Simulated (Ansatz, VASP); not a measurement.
**AlO2 in VASP and in Ansatz**

```xyz
3
Lattice="2.6289 0.0000 0.0000 0.0000 2.6289 0.0000 0.0000 0.0000 4.6851" Properties=species:S:1:pos:R:3 pbc="T T T"
Al    1.3144    1.3144    2.3425
O     0.0000    0.0000    0.0000
O     0.0000    0.0000    2.3425
```

Alike in both runs: functional PBE; k mesh 18 × 18 × 10; occupations gaussian, width 0.1 eV; collinear spin.

Ansatz relaxed the structure, and its values are those at the end. VASP's run is a single point on that final structure, the one shown.

```csv
,VASP,Ansatz
version,VASP 6.6.1,Ansatz 0.2.0
potentials or method,"VASP PAW PBE potentials, release 64 (Al, O), cutoff 520 eV","scalar-relativistic, plane waves, PAW"
valence electrons in the cell,15,15
```

VASP gave:

```
gap on the k mesh at the Fermi level (eV)                     : none
pressure (GPa)                                                : -0.1
net moment per atom (μB)                                      : 0.33
size of the moment on the site where the two differ most (μB) : 0.91
```

Q: What did Ansatz give for the same quantities?

A: gap on the k mesh at the Fermi level (eV): none; pressure (GPa): 0.0; net moment per atom (μB): 0.33; size of the moment on the site where the two differ most (μB): 1.03.

Site moments also hang on the region over which each program counts them. A gap of «none» marks a metal or a gap that the smearing closes.
